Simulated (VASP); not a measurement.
# HgTe (F-43m) in VASP: notebook, part 2 of 2

VASP 6.6.1. The steps go on from the part before.

### Step 4. Single point, PBEsol, collinear spin, zero start

INCAR reads:

```
PREC     = Accurate       # precision mode
ENCUT    = 500            # plane-wave cutoff, eV
EDIFF    = 1E-6           # SCF threshold, eV
ISMEAR   = -1             # smearing method
SIGMA    = 0.02           # smearing width, eV
LREAL    = False          # projectors in reciprocal space
LASPH    = True           # aspherical terms in the spheres
NELM     = 200            # most SCF steps
ALGO     = Normal         # electronic algorithm
ISIF     = 2              # what is computed and relaxed
LWAVE    = False          # write WAVECAR
LCHARG   = True           # write CHGCAR
ISPIN    = 2              # spin polarisation
MAGMOM   = 0 0            # initial moments
LORBIT   = 11             # projections on sites
GGA      = PS             # functional
LELF     = True           # ELF
LVHAR    = True         
NBANDS   = 20             # bands
GGA_COMPAT= False
```

KPOINTS reads:

```
regular mesh
0
Gamma
  4 4 4
```

POSCAR reads:

```
HgTe
1.0
    0.0000000000      3.2891578872      3.2891578872
    3.2891578872      0.0000000000      3.2891578872
    3.2891578872      3.2891578872      0.0000000000
Hg Te
1 1
Direct
    0.0000000000      0.0000000000      0.0000000000
    0.2500000000      0.2500000000      0.2500000000
```

Potentials or basis: VASP PAW PBE potentials, release 64 (Hg, Te).

Launch:

```
$ cat potpaw_PBE.64/Hg/POTCAR potpaw_PBE.64/Te/POTCAR > POTCAR
$ mpirun -np 1 vasp_std > vasp.out
```

OUTCAR:

```text
PREC = Accurate
   ENCUT = 500
   EDIFF = 1E-6
   ISMEAR = -1
   LREAL = False
   LASPH = True
   NELM = 200
   ISIF = 2
   ISPIN = 2
   LORBIT = 11
   GGA = PS

 ion  position               nearest neighbor table
   1  0.000  0.000  0.000-   2 2.85   2 2.85   2 2.85   2 2.85
   2  0.250  0.250  0.250-   1 2.85   1 2.85   1 2.85   1 2.85

  LATTYP: Found a face centered cubic cell.
 ALAT       =     6.5783157744

  Lattice vectors:

 A1 = (   0.0000000000,   3.2891578872,   3.2891578872)
[... 563 lines left out ...]
  in kB       -7.0876263     -7.0876263     -7.0876263     -0.0000000      0.0000000     -0.0000000
  external PRESSURE =      -7.0876263 kB  Pullay stress =       0.0000000 kB

 VOLUME and BASIS-vectors are now :
 -----------------------------------------------------------------------------
  energy-cutoff  :      500.00
  volume of cell :       71.17
      direct lattice vectors                 reciprocal lattice vectors
     0.000000000  3.289157887  3.289157887    -0.152014594  0.152014594  0.152014594
     3.289157887  0.000000000  3.289157887     0.152014594 -0.152014594  0.152014594
     3.289157887  3.289157887  0.000000000     0.152014594  0.152014594 -0.152014594

 POSITION                                       TOTAL-FORCE (eV/Angst)
 -----------------------------------------------------------------------------------
      0.00000      0.00000      0.00000         0.000000      0.000000      0.000000
      1.64458      1.64458      1.64458        -0.000000     -0.000000     -0.000000
 -----------------------------------------------------------------------------------
    total drift:                                0.000000      0.000000     -0.000000

  FREE ENERGIE OF THE ION-ELECTRON SYSTEM (eV)
  ---------------------------------------------------
  free  energy   TOTEN  =        -4.2828842558 eV

  energy  without entropy=       -4.2816907918  energy(sigma->0) =       -4.28228752

 total charge

# of ion       s       p       d       tot
------------------------------------------
    1        0.739   0.383   9.354  10.476
    2        1.370   1.957   0.027   3.354
--------------------------------------------------
tot          2.109   2.340   9.381  13.830

 magnetization (x)

# of ion       s       p       d       tot
------------------------------------------
    1       -0.000  -0.000  -0.000  -0.000
    2       -0.000  -0.000  -0.000  -0.000
--------------------------------------------------
tot         -0.000  -0.000  -0.000  -0.000
```

stdout:

```text
POSCAR found type information on POSCAR HgTe
 POSCAR found :  2 types and       2 ions
 scaLAPACK will be used
 -----------------------------------------------------------------------------
|                                                                             |
|                                                                             |
|     You enforced a specific xc type in the INCAR file but a different       |
|     I HOPE YOU KNOW WHAT YOU ARE DOING!                                     |
|                                                                             |
 -----------------------------------------------------------------------------

 LDA part: xc-table for (Slater+PW92), standard interpolation
 POSCAR, INCAR and KPOINTS ok, starting setup
 FFT: planning ... GRIDC
 FFT: planning ... GRID_SOFT
 FFT: planning ... GRID
 WAVECAR not read
 entering main loop
```

Wall time 46 s (1 thread of Intel Xeon 8259CL, shared host); peak memory 0.24 GiB.

What came out:

- Free energy: -4.2829 eV
- Pressure: -0.7 GPa
- Band gap on the k mesh: zero (filled and empty bands touch)
- Net moment: 0.00 μB per cell
- Valence electrons inside the program's atomic spheres: Hg 10.48; Te 3.35

Levels at points of the mesh, in eV from the Fermi level:
Spin up:
```csv
k point,band 5,band 6,band 7,band 8,band 9,band 10,band 11,band 12,band 13,band 14
"(0.00, 0.00, 0.00)",-6.62,-6.62,-0.95,-0.01,-0.01,-0.01,4.24,4.24,4.24,6.31
"(0.50, 0.00, 0.00)",-6.60,-6.35,-5.23,-0.91,-0.91,0.61,5.00,5.00,6.69,7.65
"(0.50, 0.50, 0.00)",-6.56,-6.22,-5.22,-2.10,-2.10,1.83,2.49,7.91,8.57,8.57
```
Spin down:
| k point | band 5 | band 6 | band 7 | band 8 | band 9 | band 10 | band 11 | band 12 | band 13 | band 14 |
| --- | --- | --- | --- | --- | --- | --- | --- | --- | --- | --- |
| (0.00, 0.00, 0.00) | -6.62 | -6.62 | -0.95 | -0.01 | -0.01 | -0.01 | 4.24 | 4.24 | 4.24 | 6.31 |
| (0.50, 0.00, 0.00) | -6.60 | -6.35 | -5.23 | -0.91 | -0.91 | 0.61 | 5.00 | 5.00 | 6.69 | 7.65 |
| (0.50, 0.50, 0.00) | -6.56 | -6.22 | -5.22 | -2.10 | -2.10 | 1.83 | 2.49 | 7.91 | 8.57 | 8.57 |

Caveat: the k points lie up to 0.41 Å⁻¹ apart; semilocal functionals underestimate gaps, and a narrow one can read as zero; the PAW data sets were made with another functional, which shifts forces and pressure a little; spin-orbit coupling is left out, which moves the levels of the heavy elements.

### Step 5. Single point, PBEsol, collinear spin, zero start

INCAR reads:

```
SYSTEM = HgTe
  PREC = Accurate
  ENCUT = 500
  EDIFF = 1E-6
  ISMEAR = -1
  SIGMA = 0.02
  LREAL = .FALSE.
  LASPH = .TRUE.
  NELM = 200
  ALGO = Normal
  ISIF = 2
  LWAVE = .FALSE.
  LCHARG = .TRUE.
  ISPIN = 2
  MAGMOM = 0 0
  LORBIT = 11
  GGA = PS
  LELF = .TRUE.
  LVHAR = .TRUE.
  NBANDS = 20
  GGA_COMPAT = .FALSE.
```

KPOINTS reads:

```
regular mesh
0
G
  4 4 4
  0 0 0
```

POSCAR is that of step 4.

Launch:

```
$ cat potpaw_PBE.64/Hg/POTCAR potpaw_PBE.64/Te/POTCAR > POTCAR
$ mpirun -np 1 vasp_std > vasp.out
```

Wall time 48 s (1 thread of Intel Xeon 8259CL, shared host); peak memory 0.24 GiB.

The run converged. Its results:

- Free energy: -4.2829 eV
- Pressure: -0.7 GPa
- Band gap on the k mesh: zero (filled and empty bands touch)
- Net moment: 0.00 μB per cell
- Valence electrons inside the program's atomic spheres: Hg 10.48; Te 3.35

Levels at points of the mesh, in eV from the Fermi level:
Spin up:
```
           k point  band 6  band 7  band 8  band 9  band 10  band 11  band 12  band 13
(0.00, 0.00, 0.00)   -6.62   -0.95   -0.01   -0.01    -0.01     4.24     4.24     4.24
(0.50, 0.00, 0.00)   -6.35   -5.23   -0.91   -0.91     0.61     5.00     5.00     6.69
(0.50, 0.50, 0.00)   -6.22   -5.22   -2.10   -2.10     1.83     2.49     7.91     8.57
```
Spin down:
```csv
k point,band 6,band 7,band 8,band 9,band 10,band 11,band 12,band 13
"(0.00, 0.00, 0.00)",-6.62,-0.95,-0.01,-0.01,-0.01,4.24,4.24,4.24
"(0.50, 0.00, 0.00)",-6.35,-5.23,-0.91,-0.91,0.61,5.00,5.00,6.69
"(0.50, 0.50, 0.00)",-6.22,-5.22,-2.10,-2.10,1.83,2.49,7.91,8.57
```

Caveat: the k points lie up to 0.41 Å⁻¹ apart; semilocal functionals underestimate gaps, and a narrow one can read as zero; the PAW data sets were made with another functional, which shifts forces and pressure a little; spin-orbit coupling is left out, which moves the levels of the heavy elements.

### Step 6. Summary

```csv
level,spin,cutoff (eV),smearing,gap on the mesh (eV),pressure (GPa)
PBEsol,off,500,gaussian 0.05 eV,none,-0.7
r2SCAN,off,550,fermi-dirac 0.02 eV,none,0.4
PBEsol,"collinear, zero start",500,fermi-dirac 0.02 eV,none,-0.7
```

Alike in all rows: task single point; potentials or basis VASP PAW PBE potentials, release 64 (Hg, Te); cell as given; k mesh 4 × 4 × 4.

Caveats: all runs use coarse meshes; semilocal functionals underestimate gaps, and a narrow one can read as zero; the PAW data sets were made with another functional, which shifts forces and pressure a little; spin-orbit coupling is left out, which moves the levels of the heavy elements.

Absolute energies hang on the potentials; compare differences alone.
